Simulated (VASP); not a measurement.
# Ir (P6_3/mmc) in VASP: a series of runs

Runs on Ir. Level: LDA. Tasks: single point.

All numbers are computed with VASP 6.6.1; they aren't measurements. Logs are shortened: lines on timing, memory, paths and dates and some standing lists are left out, and cuts for length are marked.

## (1) The cell of the first run

The structure is hexagonal, space group P6_3/mmc (No. 194). Conventional cell: a = 2.650 Å, b = 2.650 Å, c = 4.297 Å, α = 90.00°, β = 90.00°, γ = 120.00°. Within 3.5 Å of Ir (site symmetry -6m2) lie 12 Ir at 2.64 to 2.65 Å.

This isn't the form of Ir at room conditions, which is fcc.

## (2) Single point, LDA, collinear spin (13.07 Å³/atom)

The input, INCAR:

```
ALGO     = Normal         # electronic algorithm
EDIFF    = 1E-6           # SCF threshold, eV
ENCUT    = 560            # plane-wave cutoff, eV
GGA      = CA             # functional
GGA_COMPAT= F            
ISIF     = 2              # what is computed and relaxed
ISMEAR   = 0              # smearing method
ISPIN    = 2              # spin polarisation
LASPH    = T              # aspherical terms in the spheres
LCHARG   = F              # write CHGCAR
LMAXMIX  = 4              # l up to which the mixer works
LORBIT   = 11             # projections on sites
LREAL    = F              # projectors in reciprocal space
LWAVE    = F              # write WAVECAR
MAGMOM   = 0.3 0.3        # initial moments
NBANDS   = 28             # bands
NELM     = 200            # most SCF steps
NUPDOWN  = 0.6            # fixed moment
PREC     = Accurate       # precision mode
SIGMA    = 0.15           # smearing width, eV
```

The input, KPOINTS:

```
k-points
0
Gamma
  21 21 12
```

The input, POSCAR:

```
Ir
1.0
    2.6500373936      0.0000000000      0.0000000000
   -1.3250186968      2.2949997038      0.0000000000
    0.0000000000      0.0000000000      4.2967294997
Ir
2
Direct
    0.6666666667      0.3333333333      0.7500000000
    0.3333333333      0.6666666667      0.2500000000
```

Potentials or basis: VASP PAW LDA potentials, release 64 (Ir_sv_GW).

Launch:

```sh
cat potpaw_LDA.64/Ir_sv_GW/POTCAR > POTCAR
mpirun -np 1 vasp_std > vasp.out
```

OUTCAR:

```text
EDIFF = 1E-6
   ENCUT = 560
   GGA = CA
   ISIF = 2
   ISMEAR = 0
   ISPIN = 2
   LASPH = T
   LORBIT = 11
   LREAL = F
   NELM = 200
   NUPDOWN = 0.6
   PREC = Accurate

 ion  position               nearest neighbor table
   1  0.667  0.333  0.750-   2 2.64   2 2.64   2 2.64   2 2.64   2 2.64   2 2.64
   2  0.333  0.667  0.250-   1 2.64   1 2.64   1 2.64   1 2.64   1 2.64   1 2.64

  LATTYP: Found a hexagonal cell.
 ALAT       =     2.6500373936
 C/A-ratio  =     1.6213844794

  Lattice vectors:

 A1 = (   2.6500373936,   0.0000000000,   0.0000000000)
 A2 = (  -1.3250186968,   2.2949997038,   0.0000000000)
 A3 = (   0.0000000000,   0.0000000000,   4.2967294997)

Analysis of symmetry for initial positions (statically):
=====================================================================
 Subroutine PRICEL returns:
 Original cell was already a primitive cell.

 Routine SETGRP: Setting up the symmetry group for a
 hexagonal supercell.

 Subroutine GETGRP returns: Found 24 space group operations
 (whereof 12 operations were pure point group operations)
 out of a pool of 24 trial point group operations.

The static configuration has the point symmetry D_3d.
 The point group associated with its full space group is D_6h.

Analysis of symmetry for dynamics (positions and initial velocities):
=====================================================================
 Subroutine PRICEL returns:
 Original cell was already a primitive cell.

 Routine SETGRP: Setting up the symmetry group for a
 hexagonal supercell.

 Subroutine GETGRP returns: Found 24 space group operations
 (whereof 12 operations were pure point group operations)
 out of a pool of 24 trial point group operations.

The dynamic configuration has the point symmetry D_3d.
 The point group associated with its full space group is D_6h.

Analysis of structural, dynamic, and magnetic symmetry:
=====================================================================
 Subroutine PRICEL returns:
 Original cell was already a primitive cell.

 Routine SETGRP: Setting up the symmetry group for a
 hexagonal supercell.

 Subroutine GETGRP returns: Found 24 space group operations
 (whereof 12 operations were pure point group operations)
 out of a pool of 24 trial point group operations.

The overall configuration has the point symmetry D_3d.
 The point group associated with its full space group is D_6h.

 Subroutine INISYM returns: Found 24 space group operations
 (whereof 12 operations are pure point group operations),
 and found     1 'primitive' translations

----------------------------------------------------------------------------------------

                                     Primitive cell

  volume of cell :      26.1320

  direct lattice vectors                    reciprocal lattice vectors
     2.650037394  0.000000000  0.000000000     0.377353166  0.217864952  0.000000000
    -1.325018697  2.294999704  0.000000000     0.000000000  0.435729904  0.000000000
     0.000000000  0.000000000  4.296729500     0.000000000  0.000000000  0.232735154

  length of vectors
     2.650037394  2.650037394  4.296729500     0.435729904  0.435729904  0.232735154

  position of ions in fractional coordinates (direct lattice)
     0.666666667  0.333333333  0.750000000
     0.333333333  0.666666667  0.250000000

  ion indices of the primitive-cell ions
   primitive index   ion index
                 1           1
                 2           2

----------------------------------------------------------------------------------------

 KPOINTS: k-points

Automatic generation of k-mesh.
 Grid dimensions read from file:
 generate k-points for:   21   21   12

 Generating k-lattice:

  Cartesian coordinates                     Fractional coordinates (reciprocal lattice)
     0.017969198  0.010374522  0.000000000     0.047619048  0.000000000  0.000000000
     0.000000000  0.020749043  0.000000000     0.000000000  0.047619048  0.000000000
     0.000000000  0.000000000  0.019394596     0.000000000  0.000000000  0.083333333

  Length of vectors
     0.020749043  0.020749043  0.019394596

  Shift w.r.t. Gamma in fractional coordinates (k-lattice)
     0.000000000  0.000000000  0.000000000

 Subroutine IBZKPT returns following result:
 ===========================================

 Found    336 irreducible k-points:

 Following reciprocal coordinates:
            Coordinates               Weight
  0.000000  0.000000  0.000000      1.000000
  0.047619  0.000000  0.000000      6.000000
  0.095238  0.000000  0.000000      6.000000
  0.142857  0.000000  0.000000      6.000000
  0.190476  0.000000  0.000000      6.000000
  0.238095 -0.000000  0.000000      6.000000
[... 16 lines left out ...]
  0.142857  0.095238  0.000000     12.000000
  0.190476  0.095238  0.000000     12.000000
 [... further k-points ...]
   k-points           NKPTS =    336   k-points in BZ     NKDIM =    336   number of bands    NBANDS=     28
   number of dos      NEDOS =    301   number of ions     NIONS =      2
   total plane-waves  NPLWV =  14400
   dimension x,y,z NGX =    20 NGY =   20 NGZ =   36
   dimension x,y,z NGXF=    40 NGYF=   40 NGZF=   72
   ions per type =               2
   NGX,Y,Z   is equivalent  to a cutoff of  12.55, 12.55, 13.93 a.u.
   NGXF,Y,Z  is equivalent  to a cutoff of  25.09, 25.09, 27.86 a.u.
 SYSTEM =  unknown system
   PREC   = accura    normal or accurate (medium, high low for compatibility)
   ISTART =      0    job   : 0-new  1-cont  2-samecut
   ICHARG =      2    charge: 1-file 2-atom 10-const
   ISPIN  =      2    spin polarized calculation?
   LNONCOLLINEAR =      F non collinear calculations
   LSORBIT =      F    spin-orbit coupling
   LASPH  =      T    aspherical Exc in radial PAW
   ENCUT  =  560.0 eV  41.16 Ry    6.42 a.u.   5.11  5.11  8.29*2*pi/ulx,y,z
   NELM   =    200;   NELMIN=  2; NELMDL= -5     # of ELM steps
   EDIFF  = 0.1E-05   stopping-criterion for ELM
   LREAL  =      F    real-space projection
   EDIFFG = 0.1E-04   stopping-criterion for IOM
   NSW    =      0    number of steps for IOM
   IBRION =     -1    ionic relax: 0-MD 1-quasi-New 2-CG
   NFREE  =      0    steps in history (QN), initial steepest desc. (CG)
   ISIF   =      2    stress and relaxation
   ISYM   =      2    0-nonsym 1-usesym 2-fastsym
   POTIM  = 0.5000    time-step for ionic-motion
   TEBEG  =    0.0;   TEEND  =   0.0 temperature during run
   PSTRESS=    0.0 pullay stress
   NELECT =      34.0000    total number of electrons
   NUPDOWN=       0.6000    fix difference up-down
   EMIN   =  10.00;   EMAX   =-10.00  energy-range for DOS
   EFERMI =   0.00;   METHOD = LEGACY
   ISMEAR =     0;   SIGMA  =   0.15  broadening in eV -4-tet -1-fermi 0-gaus
   EFERMI_NEDOS =   21; number of points for ismear=-14 and -15
   IALGO  =     38    algorithm
   IMIX   =      4    mixing-type and parameters
     AMIX     =   0.40;   BMIX     =  1.00
     AMIX_MAG =   1.60;   BMIX_MAG =  1.00
  volume/ion in A,a.u.               =      13.07        88.17
  Fermi-wavevector in a.u.,A,eV,Ry     =   1.787215  3.377348 43.458902  3.194139
  Thomas-Fermi vector in A             =   2.850640
   LORBIT       =     11    0 simple, 1 ext, 2 COOP (PROOUT), +10 PAW based schemes
   GGA     = CA    functional components
   LHFCALC =     F    Hartree Fock is set to
   AEXX    =    0.0000 exact exchange contribution
   IVDW    =     0    specifies the selected vdW correction
   LEPSILON=     F    determine dielectric tensor
   LRPA    =     F    only Hartree local field effects (RPA)
 spin polarized calculation
 Gauss-broadening in eV      SIGMA  =   0.15
  energy-cutoff  :      560.00
  volume of cell :       26.13
 maximum number of plane-waves:       801
   NGX = 11   NGY = 11   NGZ = 17

 number of electron      34.0000000 magnetization       0.6000000

 Free energy of the ion-electron system (eV)
  ---------------------------------------------------
  ext. energy  EPLUGINS =         0.00000000
  ---------------------------------------------------
  free energy    TOTEN  =       -21.44277453 eV

  energy without entropy =      -21.41884749  energy(sigma->0) =      -21.43081101

 E-fermi :  14.1901     XC(G=0): -15.2951

 val. band max:       14.6111012331   @ k =   0.3810   0.0000   0.4167
 cond. band min:      14.1907143955   @ k =   0.1429   0.1429   0.4167
 fundamental gap:     -0.4203868376
 Fermi energy:        14.6116398434

 spin component 1

 k-point     1 :       0.0000    0.0000    0.0000
  band No.  band energies     occupation
      1     -78.5581      1.00000
      2     -78.4575      1.00000
      3     -36.2296      1.00000
      4     -35.2940      1.00000
      5     -35.2940      1.00000
      6     -35.1529      1.00000
[... 20 lines left out ...]
     27      36.5383      0.00000
     28      36.5383      0.00000
[... 683 lines left out ...]
 k-point    24 :       0.1905    0.0952    0.0000
  band No.  band energies     occupation
      1     -78.5130      1.00000
      2     -78.4389      1.00000
      3     -36.0385      1.00000
      4     -35.6686      1.00000
      5     -35.5776      1.00000
      6     -35.4000      1.00000
[... 20 lines left out ...]
     27      35.3481      0.00000
     28      38.2093      0.00000

 [... further k-points ...]

 spin component 2

 k-point     1 :       0.0000    0.0000    0.0000
  band No.  band energies     occupation
      1     -78.4103      1.00000
      2     -78.3097      1.00000
      3     -36.0511      1.00000
      4     -35.1232      1.00000
      5     -35.1232      1.00000
      6     -34.9721      1.00000
[... 20 lines left out ...]
     27      36.6340      0.00000
     28      36.6340      0.00000
[... 683 lines left out ...]
 k-point    24 :       0.1905    0.0952    0.0000
  band No.  band energies     occupation
      1     -78.3652      1.00000
      2     -78.2911      1.00000
      3     -35.8596      1.00000
      4     -35.4986      1.00000
      5     -35.4076      1.00000
      6     -35.2295      1.00000
[... 20 lines left out ...]
     27      35.4422      0.00000
     28      38.3165      0.00000

 [... further k-points ...]

------------------------ aborting loop because EDIFF is reached ----------------------------------------

  FORCE on cell =-STRESS in cart. coord.  units (eV):
  Direction    XX          YY          ZZ          XY          YZ          ZX
  --------------------------------------------------------------------------------------
  -------------------------------------------------------------------------------------
  Total        4.8576924      4.8576924      4.8595063      0.0000000     -0.0000000      0.0000000
  in kB      297.8296567    297.8296566    297.9408724      0.0000000     -0.0000000      0.0000000
  external PRESSURE =     297.8667286 kB  Pullay stress =       0.0000000 kB

 VOLUME and BASIS-vectors are now :
 -----------------------------------------------------------------------------
  energy-cutoff  :      560.00
  volume of cell :       26.13
      direct lattice vectors                 reciprocal lattice vectors
     2.650037394  0.000000000  0.000000000     0.377353166  0.217864952  0.000000000
    -1.325018697  2.294999704  0.000000000     0.000000000  0.435729904  0.000000000
     0.000000000  0.000000000  4.296729500     0.000000000  0.000000000  0.232735154

 POSITION                                       TOTAL-FORCE (eV/Angst)
 -----------------------------------------------------------------------------------
      1.32502      0.76500      3.22255        -0.000000     -0.000000      0.000000
     -0.00000      1.53000      1.07418         0.000000      0.000000      0.000000
 -----------------------------------------------------------------------------------
    total drift:                               -0.000000      0.000000     -0.000000

  FREE ENERGIE OF THE ION-ELECTRON SYSTEM (eV)
  ---------------------------------------------------
  free  energy   TOTEN  =       -21.4427745275 eV

  energy  without entropy=      -21.4188474933  energy(sigma->0) =      -21.43081101

 total charge

# of ion       s       p       d       f       tot
--------------------------------------------------
    1        3.989   6.135   6.387   0.034  16.544
    2        3.989   6.135   6.387   0.034  16.544
--------------------------------------------------
tot          7.978  12.269  12.774   0.067  33.088

 magnetization (x)

# of ion       s       p       d       f       tot
--------------------------------------------------
    1        0.013   0.002   0.280   0.001   0.297
    2        0.013   0.002   0.280   0.001   0.297
--------------------------------------------------
tot          0.026   0.005   0.560   0.003   0.594
```

Wall time 2.9 min (1 thread of Intel Xeon 6975P-C (Granite Rapids), shared host); peak memory 0.43 GiB.

Results:

```yaml
Free_energy: -21.4428 eV
Pressure: 29.8 GPa
Net_moment: 0.60 μB per cell
Site_moments: Ir +0.30 μB
Valence_electrons_inside_the_program's_atomic_spheres: Ir 16.54
```

Caveat: the cell stands under pressure; spin-orbit coupling is left out, which moves the levels of the heavy elements; the total moment is fixed, so each spin has its own Fermi level and the state may be an excited one.

[end of part 1 of 2]
